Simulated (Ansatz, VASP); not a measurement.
**One calculation of AlN, two programs**

INCAR

```
SYSTEM = AlN
PREC = Accurate
ENCUT = 520
EDIFF = 1E-6
ISMEAR = 0
SIGMA = 0.05
LREAL = .FALSE.
LASPH = .TRUE.
NELM = 60
ALGO = Normal
ISIF = 2
LWAVE = .FALSE.
LCHARG = .FALSE.
GGA = PS
NBANDS = 26
```

Contents of KPOINTS:

```
regular mesh
0
G
  8 8 3
  0 0 0
```

POSCAR

```
AlN
1.0
   -3.1135599822      0.0000000000      0.0000000000
   -1.5567799911     -2.6964220408      0.0000000000
   -0.2594633319     -0.4494036735     10.2667009506
Al N
4 4
Direct
    0.3333333333      0.1869875326      0.8780748041
    0.3333333333      0.2678858092      0.3926851450
    0.6666666667      0.6416682808      0.1499903154
    0.6666666667      0.5607700042      0.6353799746
    0.3333333333      0.3178825810      0.0927045142
    0.3333333333      0.2369843044      0.5780941734
    0.6666666667      0.6107667760      0.3353993438
    0.6666666667      0.5298684995      0.8207890030
```

Input for Ansatz:

```yaml
crystal:
  lattice:
    - [-3.1135599822, 0.0, 0.0]
    - [-1.5567799911, -2.6964220408, 0.0]
    - [-0.2594633319, -0.4494036735, 10.2667009506]
  atoms:
    - { symbol: Al, position: [0.3333333333, 0.1869875326, 0.8780748041] }
    - { symbol: Al, position: [0.3333333333, 0.2678858092, 0.392685145] }
    - { symbol: Al, position: [0.6666666667, 0.6416682808, 0.1499903154] }
    - { symbol: Al, position: [0.6666666667, 0.5607700042, 0.6353799746] }
    - { symbol: "N", position: [0.3333333333, 0.317882581, 0.0927045142] }
    - { symbol: "N", position: [0.3333333333, 0.2369843044, 0.5780941734] }
    - { symbol: "N", position: [0.6666666667, 0.610766776, 0.3353993438] }
    - { symbol: "N", position: [0.6666666667, 0.5298684995, 0.820789003] }
basis:
  ecutwfc: 520.0
kpoints:
  mp_grid: { grid: [8, 8, 3] }
hamiltonian:
  xc: pbesol
  pseudopotentials: { kind: paw, azcp: { folder: soft_1 } }
scf:
  occupations: { method: gaussian, width: 0.05 }
output:
  forces: true
  stress: true
  eigenvalues: true
```

Alike in both runs: task single point; functional PBEsol; k mesh 8 × 8 × 3; occupations gaussian, width 0.05 eV; no spin polarisation.

|  | VASP | Ansatz |
| --- | --- | --- |
| version | VASP 6.6.1 | Ansatz 0.2.0 |
| potentials or method | VASP PAW PBE potentials, release 64 (Al, N), cutoff 520 eV | scalar-relativistic, plane waves, PAW |
| valence electrons in the cell | 32 | 32 |

VASP gave:

* gap on the k mesh at the Fermi level (eV): 3.34
* least direct gap on the mesh (eV): 3.34
* pressure (GPa): -3.6
* traceless stress, the component that is largest in VASP (GPa): -4.02
* rms of the force components (eV/Å): 0.531

Q: Which values does Ansatz return?

A: gap on the k mesh at the Fermi level (eV): 3.32; least direct gap on the mesh (eV): 3.32; pressure (GPa): -3.6; traceless stress, the component that is largest in VASP (GPa): -3.95; rms of the force components (eV/Å): 0.531.

VASP's potentials were made for PBE, not for PBEsol, and Ansatz warns of the same on its side. Atom by atom the forces differ by 0.003 eV/Å (rms over components).
